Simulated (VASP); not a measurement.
Write the native input for VASP 6.6.1 that does the following.

```yaml
Task: single point
Functional: r2SCAN
Potentials_or_basis: VASP PAW PBE potentials, release 64 (Bi_d, Te)
Cutoff: 520 eV
k_mesh: 7 × 7 × 7
Occupations: fermi-dirac, width 0.05 eV
Spin: no spin polarisation
Dipole_correction: no
Further_INCAR_settings: ALGO = Normal; EDIFF = 1e-06; NBANDS = 18
```

BiTe:

```xyz
2
Lattice="0.0000 3.2373 3.2373 3.2373 0.0000 3.2373 3.2373 3.2373 0.0000" Properties=species:S:1:pos:R:3 pbc="T T T"
Bi    0.0000    0.0000    0.0000
Te    3.2373    3.2373    3.2373
```

One way to write it, as run:

POSCAR

```
BiTe
1.0
    0.0000000000      3.2373303535      3.2373303535
    3.2373303535      0.0000000000      3.2373303535
    3.2373303535      3.2373303535      0.0000000000
Bi Te
1 1
Direct
    0.0000000000      0.0000000000      0.0000000000
    0.5000000000      0.5000000000      0.5000000000
```

INCAR.step1

```
SYSTEM = BiTe
PREC     = Accurate       ! precision mode
ENCUT    = 520            ! plane-wave cutoff, eV
ISMEAR   = -1             ! smearing method
SIGMA    = 0.05           ! smearing width, eV
LREAL    = .FALSE.        ! projectors in reciprocal space
LASPH    = .TRUE.         ! aspherical terms in the spheres
NELM     = 80             ! most SCF steps
NBANDS   = 18             ! bands
GGA      = PE             ! functional
ALGO     = Normal         ! electronic algorithm
EDIFF    = 1E-4           ! SCF threshold, eV
LWAVE    = .TRUE.         ! write WAVECAR
LCHARG   = .FALSE.        ! write CHGCAR
```

INCAR.step2

```
SYSTEM = BiTe
PREC     = Accurate       ! precision mode
ENCUT    = 520            ! plane-wave cutoff, eV
EDIFF    = 1E-6           ! SCF threshold, eV
ISMEAR   = -1             ! smearing method
SIGMA    = 0.05           ! smearing width, eV
LREAL    = .FALSE.        ! projectors in reciprocal space
LASPH    = .TRUE.         ! aspherical terms in the spheres
NELM     = 80             ! most SCF steps
ALGO     = Normal         ! electronic algorithm
ISIF     = 2              ! what is computed and relaxed
LWAVE    = .FALSE.        ! write WAVECAR
LCHARG   = .FALSE.        ! write CHGCAR
METAGGA  = R2SCAN         ! meta-GGA
LMIXTAU  = .TRUE.       
NBANDS   = 18             ! bands
ISTART   = 1
```

KPOINTS

```
Automatic mesh
0
G
  7 7 7
  0 0 0
```

Potentials or basis: VASP PAW PBE potentials, release 64 (Bi_d, Te).

Run with:

```console
$ cat potpaw_PBE.64/Bi_d/POTCAR potpaw_PBE.64/Te/POTCAR > POTCAR
$ cp INCAR.step1 INCAR
$ mpirun -np 1 vasp_std > vasp.out
$ cp INCAR.step2 INCAR
$ mpirun -np 1 vasp_std > vasp.out
```

Results of the run:

```
Pressure : 0.0 GPa
```

Caveat: the PAW data sets were made with another functional, which shifts forces and pressure a little.

Run time: 50 s on 1 thread of Intel(R) Xeon(R) Platinum 8488C (Sapphire Rapids), on a shared host, peak memory 0.23 GiB.
